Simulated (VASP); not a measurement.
# Ir (P6_3/mmc) in VASP: a series of runs, part 2 of 2

VASP 6.6.1.

## 4. Relaxation of cell and atoms, PBE

INCAR reads:

```
PREC     = Accurate       # precision mode
ENCUT    = 600            # plane-wave cutoff, eV
EDIFF    = 1E-7           # SCF threshold, eV
ISMEAR   = 0              # smearing method
SIGMA    = 0.1            # smearing width, eV
LREAL    = F              # projectors in reciprocal space
LASPH    = T              # aspherical terms in the spheres
NELM     = 80             # most SCF steps
ALGO     = Normal         # electronic algorithm
ISIF     = 3              # what is computed and relaxed
LWAVE    = F              # write WAVECAR
LCHARG   = F              # write CHGCAR
GGA      = PE             # functional
IBRION   = 2              # ionic algorithm
NSW      = 80             # ionic steps
EDIFFG   = -0.02          # ionic threshold
```

KPOINTS reads:

```
Automatic mesh
0
Gamma
  18 18 10
```

POSCAR reads:

```
Ir
1.0
    2.7479499760      0.0000000000      0.0000000000
   -1.3739749880      2.3797944875      0.0000000000
    0.0000000000      0.0000000000      4.4530442219
Ir
2
Direct
    0.3333333333      0.6666666667      0.2500000000
    0.6666666667      0.3333333333      0.7500000000
```

Potentials or basis: VASP PAW PBE potentials, release 64 (Ir).

Run with:

```
$ cat potpaw_PBE.64/Ir/POTCAR > POTCAR
$ mpirun -np 1 vasp_std > vasp.out
```

OUTCAR:

```text
PREC = Accurate
   ENCUT = 600
   EDIFF = 1E-7
   ISMEAR = 0
   LREAL = F
   LASPH = T
   NELM = 80
   ISIF = 3
   GGA = PE
   IBRION = 2
   NSW = 80
   EDIFFG = -0.02

 ion  position               nearest neighbor table
   1  0.333  0.667  0.250-   2 2.73   2 2.73   2 2.73   2 2.73   2 2.73   2 2.73
   2  0.667  0.333  0.750-   1 2.73   1 2.73   1 2.73   1 2.73   1 2.73   1 2.73

  LATTYP: Found a hexagonal cell.
 ALAT       =     2.7479499760
 C/A-ratio  =     1.6204968288

  Lattice vectors:

 A1 = (   2.7479499760,   0.0000000000,   0.0000000000)
 A2 = (  -1.3739749880,   2.3797944875,   0.0000000000)
 A3 = (   0.0000000000,   0.0000000000,   4.4530442219)

Analysis of symmetry for initial positions (statically):
=====================================================================
 Subroutine PRICEL returns:
 Original cell was already a primitive cell.

 Routine SETGRP: Setting up the symmetry group for a
 hexagonal supercell.

 Subroutine GETGRP returns: Found 24 space group operations
 (whereof 12 operations were pure point group operations)
 out of a pool of 24 trial point group operations.

The static configuration has the point symmetry D_3d.
 The point group associated with its full space group is D_6h.

Analysis of symmetry for dynamics (positions and initial velocities):
=====================================================================
 Subroutine PRICEL returns:
 Original cell was already a primitive cell.
[... 169 lines left out ...]
  external PRESSURE =       6.2899311 kB  Pullay stress =       0.0000000 kB
[... 23 lines left out ...]
--------------------------------------- Ionic step        2  -------------------------------------------

 number of electron      17.9999998 magnetization

 E-fermi :   9.8954     XC(G=0): -13.7677

 val. band max:        9.8913551649   @ k =   0.3889  -0.0000   0.0000
 cond. band min:       9.9070101185   @ k =   0.3333   0.0000   0.4000
 fundamental gap:      0.0156549536
 Fermi energy:         9.8953681421

 k-point     1 :       0.0000    0.0000    0.0000
  band No.  band energies     occupation
      1      -0.9502      2.00000
      2       2.0837      2.00000
      3       6.1548      2.00000
      4       6.2501      2.00000
      5       6.2501      2.00000
      6       6.8719      2.00000
      7       6.8719      2.00000
      8       7.6245      2.00000
      9       7.6245      2.00000
     10       9.1709      2.00000
     11      10.1434      0.00045
     12      10.1434      0.00045
     13      16.6418      0.00000
[... 403 lines left out ...]
--------------------------------------- Ionic step        3  -------------------------------------------

 number of electron      17.9999999 magnetization

 Free energy of the ion-electron system (eV)
  ---------------------------------------------------
  ext. energy  EPLUGINS =         0.00000000
  ---------------------------------------------------
  free energy    TOTEN  =       -17.55919514 eV

  energy without entropy =      -17.54856503  energy(sigma->0) =      -17.55388009

 E-fermi :  10.0067     XC(G=0): -13.8062

 val. band max:       10.0023130322   @ k =   0.3889  -0.0000   0.0000
 cond. band min:      10.0176074882   @ k =   0.3333   0.0000   0.4000
 fundamental gap:      0.0152944560
 Fermi energy:        10.0066504394

 k-point     1 :       0.0000    0.0000    0.0000
  band No.  band energies     occupation
      1      -0.9097      2.00000
      2       2.1263      2.00000
      3       6.2281      2.00000
      4       6.3230      2.00000
      5       6.3230      2.00000
      6       6.9520      2.00000
      7       6.9520      2.00000
      8       7.7119      2.00000
      9       7.7119      2.00000
     10       9.2636      2.00000
     11      10.2571      0.00040
     12      10.2571      0.00040
     13      16.8128      0.00000
[... 397 lines left out ...]
  FREE ENERGIE OF THE ION-ELECTRON SYSTEM (eV)
  ---------------------------------------------------
  free  energy   TOTEN  =       -17.5591951405 eV

  energy  without entropy=      -17.5485650296  energy(sigma->0) =      -17.55388009

 reached required accuracy - stopping structural energy minimisation
```

OSZICAR:

```text
N       E                     dE             d eps       ncg     rms          rms(c)
DAV:   1     0.165156159398E+03    0.16516E+03   -0.94704E+03  5772   0.156E+03
DAV:   2    -0.113314029869E+02   -0.17649E+03   -0.16297E+03  5917   0.387E+02
DAV:   3    -0.185396390983E+02   -0.72082E+01   -0.67106E+01  7084   0.868E+01
DAV:   4    -0.186634844768E+02   -0.12385E+00   -0.12266E+00  6172   0.109E+01
[... 22 lines left out ...]
DAV:   3    -0.175591849846E+02    0.40133E-03   -0.14148E-03  7246   0.490E-01    0.697E-02
DAV:   4    -0.175591955884E+02   -0.10604E-04   -0.54517E-05  6047   0.817E-02    0.800E-03
DAV:   5    -0.175591947404E+02    0.84799E-06   -0.34573E-06  6407   0.207E-02    0.212E-03
DAV:   6    -0.175591951351E+02   -0.39471E-06   -0.19942E-07  5175   0.344E-03    0.413E-04
DAV:   7    -0.175591951405E+02   -0.53881E-08   -0.17251E-08  2956   0.160E-03
   3 F= -.17559195E+02 E0= -.17553880E+02  d E =-.966048E-04
```

Run time: 1.8 min. Hardware: 1 thread of Intel Xeon 6975P-C, shared host; peak memory 0.23 GiB.

Results:

- Free energy: -17.5592 eV
- Relaxed volume: 14.59 Å³/atom
- Relaxed cell: a = 2.750 Å, b = 2.750 Å, c = 4.456 Å, α = 90.00°, β = 90.00°, γ = 120.00°
- Space group after relaxing (to 0.05 Å): P6_3/mmc (No. 194)
- Energy gained by relaxing: 0.0 meV/atom
- Ionic steps: 3
- Pressure after relaxing: 0.0 GPa
- Band gap on the k mesh: zero (band 9 reaches 10.92 eV, above the bottom of band 10 at 7.75 eV)

Final structure:
```xyz
2
Lattice="2.7495 0.0000 0.0000 -1.3748 2.3812 0.0000 0.0000 0.0000 4.4557" Properties=species:S:1:pos:R:3 pbc="T T T"
Ir    0.0000    1.5875    1.1139
Ir    1.3748    0.7937    3.3418
```

Caveat: spin-orbit coupling is left out, which moves the levels of the heavy elements.

## 5. Summary

```tsv
task	cell	cutoff (eV)	gap on the mesh (eV)	pressure (GPa)	relaxed volume (Å³/atom)
single point	a = 2.748, b = 2.748, c = 4.453 Å, angles 90.0, 90.0, 120.0°, 2 atoms	520	none	0.5	-
relaxation of cell and atoms	relaxed from a = 2.710, b = 2.710, c = 4.425 Å, angles 90.0, 90.0, 120.0°, 2 atoms	600	none	0.0	14.59
relaxation of cell and atoms	relaxed from a = 2.748, b = 2.748, c = 4.453 Å, angles 90.0, 90.0, 120.0°, 2 atoms	600	none	0.0	14.59
```

Alike in all rows: level PBE; potentials or basis VASP PAW PBE potentials, release 64 (Ir); no spin polarisation; k mesh 18 × 18 × 10; smearing gaussian 0.1 eV.

Caveats: spin-orbit coupling is left out, which moves the levels of the heavy elements.

Absolute energies hang on the potentials; compare differences alone.
